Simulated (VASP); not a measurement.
# CdSe (F-43m) in VASP: G0W0 quasiparticle levels with PBE

Aim: the G0W0 quasiparticle levels of CdSe with PBE.

Program: VASP 6.6.1. These are calculated values, not measurements. Logs are shortened: lines on timing, memory, paths and dates and some standing lists are left out, and cuts for length are marked.

### 1 The cell of the first run

It takes space group F-43m (No. 216, cubic). The conventional cell has a = 6.136 Å, b = 6.136 Å, c = 6.136 Å, α = 90.00°, β = 90.00°, γ = 90.00°. Within 3.5 Å of Cd (site symmetry -43m) lie 4 Se at 2.66 Å. Within 3.5 Å of Se (site symmetry -43m) lie 4 Cd at 2.66 Å.

### 2 G0W0 quasiparticle levels, PBE

Contents of POSCAR:

```
CdSe
1.0
    0.0000000000      3.0677809642      3.0677809642
    3.0677809642      0.0000000000      3.0677809642
    3.0677809642      3.0677809642      0.0000000000
Cd Se
1 1
Direct
    0.0000000000      0.0000000000      0.0000000000
    0.2500000000      0.2500000000      0.2500000000
```

Contents of INCAR.step1:

```
SYSTEM = CdSe
ALGO     = Normal         ! electronic algorithm
EDIFF    = 1E-8           ! SCF threshold, eV
ENCUT    = 500            ! plane-wave cutoff, eV
GGA      = PE             ! functional
ISMEAR   = 0              ! smearing method
LASPH    = .TRUE.         ! aspherical terms in the spheres
LCHARG   = .FALSE.        ! write CHGCAR
LREAL    = .FALSE.        ! projectors in reciprocal space
LWAVE    = .TRUE.         ! write WAVECAR
NELM     = 60             ! most SCF steps
PREC     = Accurate       ! precision mode
SIGMA    = 0.01           ! smearing width, eV
```

Contents of INCAR.step2:

```
SYSTEM = CdSe
ALGO     = Exact          ! electronic algorithm
EDIFF    = 1E-8           ! SCF threshold, eV
ENCUT    = 500            ! plane-wave cutoff, eV
GGA      = PE             ! functional
ISMEAR   = 0              ! smearing method
ISTART   = 1            
LASPH    = .TRUE.         ! aspherical terms in the spheres
LCHARG   = .FALSE.        ! write CHGCAR
LOPTICS  = .TRUE.         ! frequency-dependent dielectric function
LREAL    = .FALSE.        ! projectors in reciprocal space
LWAVE    = .TRUE.         ! write WAVECAR
NBANDS   = 102            ! bands
NELM     = 1              ! most SCF steps
PREC     = Accurate       ! precision mode
SIGMA    = 0.01           ! smearing width, eV
```

Contents of INCAR.step3:

```
SYSTEM = CdSe
ALGO     = EVGW0          ! electronic algorithm
EDIFF    = 1E-8           ! SCF threshold, eV
ENCUT    = 500            ! plane-wave cutoff, eV
ENCUTGW  = 80.0           ! cutoff of the response function
GGA      = PE             ! functional
ISMEAR   = 0              ! smearing method
ISTART   = 1            
LASPH    = .TRUE.         ! aspherical terms in the spheres
LCHARG   = .FALSE.        ! write CHGCAR
LREAL    = .FALSE.        ! projectors in reciprocal space
LWAVE    = .FALSE.        ! write WAVECAR
NBANDS   = 102            ! bands
NBANDSGW = 17           
NELMGW   = 1            
NOMEGA   = 96             ! frequency points
OMEGAMAX = 20           
PREC     = Accurate       ! precision mode
PRECFOCK = Fast         
SIGMA    = 0.01           ! smearing width, eV
```

Contents of KPOINTS:

```
k-points
0
G
  4 4 4
  0 0 0
```

Potentials or basis: VASP PAW PBE potentials, release 64 (Cd_GW, Se_GW).

On the command line:

```sh
$ cat potpaw_PBE.64/Cd_GW/POTCAR potpaw_PBE.64/Se_GW/POTCAR > POTCAR
$ cp INCAR.step1 INCAR
$ mpirun -np 1 vasp_std > vasp.out
$ cp INCAR.step2 INCAR
$ mpirun -np 1 vasp_std > vasp.out
$ cp INCAR.step3 INCAR
$ mpirun -np 1 vasp_std > vasp.out
```

OUTCAR:

```text
SYSTEM = CdSe
   EDIFF = 1E-8
   ENCUT = 500
   ENCUTGW = 80.0
   GGA = PE
   ISMEAR = 0
   ISTART = 1
   LASPH = .TRUE.
   LREAL = .FALSE.
   NELMGW = 1
   PREC = Accurate
   PRECFOCK = Fast

 ion  position               nearest neighbor table
   1  0.000  0.000  0.000-   2 2.66   2 2.66   2 2.66   2 2.66
   2  0.250  0.250  0.250-   1 2.66   1 2.66   1 2.66   1 2.66

  LATTYP: Found a face centered cubic cell.
 ALAT       =     6.1355619284

  Lattice vectors:

 A1 = (   0.0000000000,   3.0677809642,   3.0677809642)
 A2 = (   3.0677809642,   0.0000000000,   3.0677809642)
 A3 = (   3.0677809642,   3.0677809642,   0.0000000000)

Analysis of symmetry for initial positions (statically):
=====================================================================
 Subroutine PRICEL returns:
 Original cell was already a primitive cell.

 Routine SETGRP: Setting up the symmetry group for a
 face centered cubic supercell.

 Subroutine GETGRP returns: Found 24 space group operations
 (whereof 24 operations were pure point group operations)
 out of a pool of 48 trial point group operations.

The static configuration has the point symmetry T_d .

Analysis of symmetry for dynamics (positions and initial velocities):
=====================================================================
 Subroutine PRICEL returns:
 Original cell was already a primitive cell.

 Routine SETGRP: Setting up the symmetry group for a
 face centered cubic supercell.

 Subroutine GETGRP returns: Found 24 space group operations
 (whereof 24 operations were pure point group operations)
 out of a pool of 48 trial point group operations.

The dynamic configuration has the point symmetry T_d .

 Subroutine INISYM returns: Found 24 space group operations
 (whereof 24 operations are pure point group operations),
 and found     1 'primitive' translations

----------------------------------------------------------------------------------------

                                     Primitive cell

  volume of cell :      57.7435

  direct lattice vectors                    reciprocal lattice vectors
     0.000000000  3.067780964  3.067780964    -0.162984257  0.162984257  0.162984257
     3.067780964  0.000000000  3.067780964     0.162984257 -0.162984257  0.162984257
     3.067780964  3.067780964  0.000000000     0.162984257  0.162984257 -0.162984257

  length of vectors
     4.338497446  4.338497446  4.338497446     0.282297013  0.282297013  0.282297013

  position of ions in fractional coordinates (direct lattice)
     0.000000000  0.000000000  0.000000000
     0.250000000  0.250000000  0.250000000

  ion indices of the primitive-cell ions
   primitive index   ion index
                 1           1
                 2           2

----------------------------------------------------------------------------------------

 KPOINTS: k-points

Automatic generation of k-mesh.
 Grid dimensions read from file:
 generate k-points for:    4    4    4

 Generating k-lattice:

  Cartesian coordinates                     Fractional coordinates (reciprocal lattice)
    -0.040746064  0.040746064  0.040746064     0.250000000  0.000000000  0.000000000
     0.040746064 -0.040746064  0.040746064     0.000000000  0.250000000  0.000000000
     0.040746064  0.040746064 -0.040746064     0.000000000  0.000000000  0.250000000

  Length of vectors
     0.070574253  0.070574253  0.070574253

  Shift w.r.t. Gamma in fractional coordinates (k-lattice)
     0.000000000  0.000000000  0.000000000

 Subroutine IBZKPT returns following result:
 ===========================================

 Found      8 irreducible k-points:

 Following reciprocal coordinates:
            Coordinates               Weight
  0.000000  0.000000  0.000000      1.000000
  0.250000  0.000000  0.000000      8.000000
  0.500000  0.000000  0.000000      4.000000
  0.250000  0.250000  0.000000      6.000000
  0.500000  0.250000  0.000000     24.000000
 -0.250000  0.250000  0.000000     12.000000
  0.500000  0.500000  0.000000      3.000000
 -0.250000  0.500000  0.250000      6.000000
   k-points           NKPTS =      8   k-points in BZ     NKDIM =     64   number of bands    NBANDS=    102
   number of dos      NEDOS =    301   number of ions     NIONS =      2
   total plane-waves  NPLWV =  32768
   dimension x,y,z NGX =    32 NGY =   32 NGZ =   32
   dimension x,y,z NGXF=    64 NGYF=   64 NGZF=   64
   ions per type =               1   1
   NGX,Y,Z   is equivalent  to a cutoff of  12.26, 12.26, 12.26 a.u.
   NGXF,Y,Z  is equivalent  to a cutoff of  24.52, 24.52, 24.52 a.u.
 SYSTEM =  CdSe
   PREC   = accura    normal or accurate (medium, high low for compatibility)
   ISTART =      1    job   : 0-new  1-cont  2-samecut
   ICHARG =      0    charge: 1-file 2-atom 10-const
   ISPIN  =      1    spin polarized calculation?
   LNONCOLLINEAR =      F non collinear calculations
   LSORBIT =      F    spin-orbit coupling
   LASPH  =      T    aspherical Exc in radial PAW
   ENCUT  =  500.0 eV  36.75 Ry    6.06 a.u.   7.91  7.91  7.91*2*pi/ulx,y,z
   NELM   =     60;   NELMIN=  2; NELMDL=  0     # of ELM steps
   EDIFF  = 0.1E-07   stopping-criterion for ELM
   LREAL  =      F    real-space projection
   EDIFFG = 0.1E-06   stopping-criterion for IOM
   NSW    =      0    number of steps for IOM
   IBRION =     -1    ionic relax: 0-MD 1-quasi-New 2-CG
   NFREE  =      0    steps in history (QN), initial steepest desc. (CG)
   ISIF   =      0    stress and relaxation
   ISYM   =      3    0-nonsym 1-usesym 2-fastsym
   POTIM  = 0.5000    time-step for ionic-motion
   TEBEG  =    0.0;   TEEND  =   0.0 temperature during run
   PSTRESS=    0.0 pullay stress
   NELECT =      18.0000    total number of electrons
   NUPDOWN=      -1.0000    fix difference up-down
   EMIN   =  10.00;   EMAX   =-10.00  energy-range for DOS
   EFERMI =   0.00;   METHOD = LEGACY
   ISMEAR =     0;   SIGMA  =   0.01  broadening in eV -4-tet -1-fermi 0-gaus
   EFERMI_NEDOS =   21; number of points for ismear=-14 and -15
   IALGO  =     38    algorithm
   IMIX   =      4    mixing-type and parameters
     AMIX     =   0.40;   BMIX     =  1.00
     AMIX_MAG =   1.60;   BMIX_MAG =  1.00
  volume/ion in A,a.u.               =      28.87       194.84
  Fermi-wavevector in a.u.,A,eV,Ry     =   1.110021  2.097636 16.764382  1.232147
  Thomas-Fermi vector in A             =   2.246568
   LORBIT       =      0    0 simple, 1 ext, 2 COOP (PROOUT), +10 PAW based schemes
   GGA     = PE    functional components
   LHFCALC =     T    Hartree Fock is set to
   PRECFOCK=fast      Normal, Fast or Accurate (Low or Medium for compatibility)
   ENCUT4O =  -1.0   cutoff for four orbital integrals eV
   NKREDX  =     1    reduce k-point grid by
   NKREDY  =     1    reduce k-point grid by
   NKREDZ  =     1    reduce k-point grid by
   AEXX    =    1.0000 exact exchange contribution
   HFSCREEN=    0.0000 screening length (either q_TF or 0.3 A-1)
   HFSCREENC=   0.0000 screening length for correlation (either q_TF or 0.3 A-1)
   ENCUTFOCK=  -1.0 apply spherical cutoff to Coloumb kernel
   IVDW    =     0    specifies the selected vdW correction
   LEPSILON=     F    determine dielectric tensor
   LRPA    =     F    only Hartree local field effects (RPA)
   LRPAFORCE           =     F    calculate RPA forces
   ENCUTGW             =  80.0    cutoff for response function in eV
   ENCUTGWSOFT         =  64.0    soft cutoff for Coulomb kernel in GW response function in eV
   ENCUTLF             =  -1.0    cutoff for local field effects
   NELMGW              =     1    number of iterations in solving QP/BSE equation
   NELMHF              =     1    number of iterations in the inner HF iteration
   NKREDLFX            =     1    NKREDLFY  =   1   NKREDLFZ  =   1
 non-spin polarized calculation
 Gauss-broadening in eV      SIGMA  =   0.01
  energy-cutoff  :      500.00
  volume of cell :       57.74
 maximum number of plane-waves:      1476
  NGX = 18; NGY = 18; NGZ = 18
   NGX = 15   NGY = 15   NGZ = 15
 maximum number of plane-waves:       113
 NGX is ok and might be reduce to    14

 QP shifts <psi_nk| G(iteration)W_0 |psi_nk>: iteration 1
 for sc-GW calculations column KS-energies equals QP-energies in previous step
 and V_xc(KS)=  KS-energies - (<T + V_ion + V_H > + <T+V_H+V_ion>^1  + <V_x>^1)

 k-point   1 :       0.0000    0.0000    0.0000
  band No.  KS-energies  QP-energies   sigma(KS)   V_xc(KS)     V^pw_x(r,r')   Z            occupation Imag(sigma)

      1     -10.5366     -10.6534     -12.5808     -12.3869     -19.6809       0.6023       2.0000       1.0166
      2      -5.9722      -7.5239     -17.4902     -15.1945     -22.9420       0.6759       2.0000       0.1617
      3      -5.9722      -7.5239     -17.4902     -15.1945     -22.9420       0.6759       2.0000       0.1617
      4      -5.9722      -7.5239     -17.4902     -15.1945     -22.9420       0.6759       2.0000       0.1617
      5      -5.6280      -7.2652     -17.8918     -15.4962     -23.2397       0.6834       2.0000       0.1040
      6      -5.6280      -7.2652     -17.8918     -15.4962     -23.2397       0.6834       2.0000       0.1040
[... 9 lines left out ...]
     16      12.9371      13.1450      -9.1381      -9.4258      -4.2743       0.7224       0.0000      -0.2792
     17      13.8928      13.7196      -7.0779      -6.8365      -1.9603       0.7177       0.0000      -0.3906

 k-point   2 :       0.2500    0.0000    0.0000
  band No.  KS-energies  QP-energies   sigma(KS)   V_xc(KS)     V^pw_x(r,r')   Z            occupation Imag(sigma)

      1     -10.3618     -10.5124     -12.8433     -12.6018     -19.8374       0.6235       2.0000       1.0160
      2      -5.9216      -7.4828     -17.5527     -15.2493     -23.0002       0.6778       2.0000       0.1577
      3      -5.9216      -7.4828     -17.5527     -15.2493     -23.0002       0.6778       2.0000       0.1577
      4      -5.7697      -7.3000     -17.3662     -15.1148     -22.7651       0.6797       2.0000       0.1695
      5      -5.6259      -7.2631     -17.8897     -15.4973     -23.2443       0.6843       2.0000       0.1052
      6      -5.6259      -7.2631     -17.8897     -15.4973     -23.2443       0.6843       2.0000       0.1052
[... 9 lines left out ...]
     16      11.9559      11.7611      -6.9142      -6.6449      -1.9746       0.7236       0.0000      -0.2763
     17      15.1090      15.1815      -8.0324      -8.1321      -2.5624       0.7272       0.0000      -0.5304

 k-point   3 :       0.5000    0.0000    0.0000
  band No.  KS-energies  QP-energies   sigma(KS)   V_xc(KS)     V^pw_x(r,r')   Z            occupation Imag(sigma)
[... 85 lines left out ...]
      1     -10.0733     -10.2752     -13.3176     -13.0070     -20.1649       0.6500       2.0000       0.9937
      2      -5.7914      -7.3858     -17.4482     -15.1137     -22.7825       0.6830       2.0000       0.1362
      3      -5.7315      -7.3258     -17.8408     -15.5015     -23.2833       0.6815       2.0000       0.1400
      4      -5.7315      -7.3258     -17.8408     -15.5015     -23.2833       0.6815       2.0000       0.1400
      5      -5.5739      -7.2151     -17.9603     -15.5665     -23.3266       0.6856       2.0000       0.1030
      6      -5.2878      -6.7969     -17.5729     -15.3801     -22.9089       0.6882       2.0000       0.1525
[... 9 lines left out ...]
     16      15.0807      15.3135      -9.2196      -9.5409      -4.0054       0.7244       0.0000      -0.4781
     17      15.0807      15.3135      -9.2196      -9.5409      -4.0054       0.7244       0.0000      -0.4781

 k-point   8 :      -0.2500    0.5000    0.2500
  band No.  KS-energies  QP-energies   sigma(KS)   V_xc(KS)     V^pw_x(r,r')   Z            occupation Imag(sigma)

      1     -10.0741     -10.2800     -13.3188     -13.0080     -20.1695       0.6624       2.0000       1.0005
      2      -5.7983      -7.3764     -17.5999     -15.2829     -23.0065       0.6811       2.0000       0.1464
      3      -5.7956      -7.3975     -17.7563     -15.4084     -23.1889       0.6823       2.0000       0.1417
      4      -5.6592      -7.2912     -17.8770     -15.4911     -23.2544       0.6841       2.0000       0.1156
      5      -5.6228      -7.2505     -17.8506     -15.4697     -23.2094       0.6836       2.0000       0.1097
      6      -5.1740      -6.6794     -17.7845     -15.5957     -23.1371       0.6878       2.0000       0.1455
[... 9 lines left out ...]
     16      14.7359      15.0667      -9.0563      -9.5133      -3.7165       0.7238       0.0000      -0.4649
     17      14.8726      15.2360      -9.8396     -10.3416      -4.4629       0.7240       0.0000      -0.5378
```

Wall time 2.2 min (1 thread of Intel Xeon 6975P-C (Granite Rapids), shared host); peak memory 0.63 GiB.

What came out:

* Quasiparticle gap: 1.12 eV
* Least direct quasiparticle gap: 1.12 eV
* Band gap of the starting levels on the mesh: 0.53 eV
* Least direct gap of the starting levels on the mesh: 0.53 eV

Caveat: the k points lie up to 0.44 Å⁻¹ apart; bands, screening cutoff and mesh are small and nothing is extrapolated, so the quasiparticle values aren't converged; the structure was generated, so it needn't be the stable form of CdSe.
